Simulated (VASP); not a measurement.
# Hf: single point with r2SCAN

Crystal: Hf.

```xyz
1
Lattice="0.0000 2.3088 2.1312 2.3088 0.0000 2.1312 2.3088 2.3088 0.0000" Properties=species:S:1:pos:R:3 pbc="T T T"
Hf    0.0000    0.0000    0.0000
```

This cell differs from its parent crystal: strain +0.040 along x and y, -0.040 along z.

* Program: VASP 6.6.1
* Task: single point
* Functional: r2SCAN
* Potentials or basis: VASP PAW PBE potentials, release 64 (Hf_pv)
* Cutoff: 520 eV
* k mesh: 18 × 18 × 18
* Occupations: gaussian, width 0.15 eV
* Spin: no spin polarisation
* Dipole correction: no
* Further INCAR settings: ALGO = Normal; EDIFF = 1e-06; NBANDS = 11

```json
{
 "Pressure": "-1.8 GPa",
 "Band gap on the k mesh": "zero (bands 5 and 6 overlap by 2.18 eV)"
}
```

Stress tensor (GPa, compression positive):
```
-3.04  0.00  0.00
 0.00 -3.04  0.00
 0.00  0.00  0.67
```

Levels at points of the mesh, in eV from the Fermi level:
```tsv
k point	band 3	band 4	band 5	band 6	band 7	band 8
(0.00, 0.00, 0.00)	-31.17	-7.48	1.37	1.37	2.22	3.87
(0.50, 0.00, 0.00)	-31.23	-3.67	0.35	0.91	1.98	6.24
(0.50, 0.50, 0.00)	-31.52	-3.13	-2.28	3.33	6.62	7.13
(0.50, 0.00, 0.50)	-31.36	-3.30	-1.95	1.93	6.50	6.67
```

Wall time 4.2 min on 1 thread of Intel Xeon 8259CL (shared host), peak memory 0.24 GiB.

Caveat: the cell differs from its parent crystal (strain +0.040 along x and y, -0.040 along z); the PAW data sets were made with another functional, which shifts forces and pressure a little; spin-orbit coupling is left out, which moves the levels of the heavy elements.
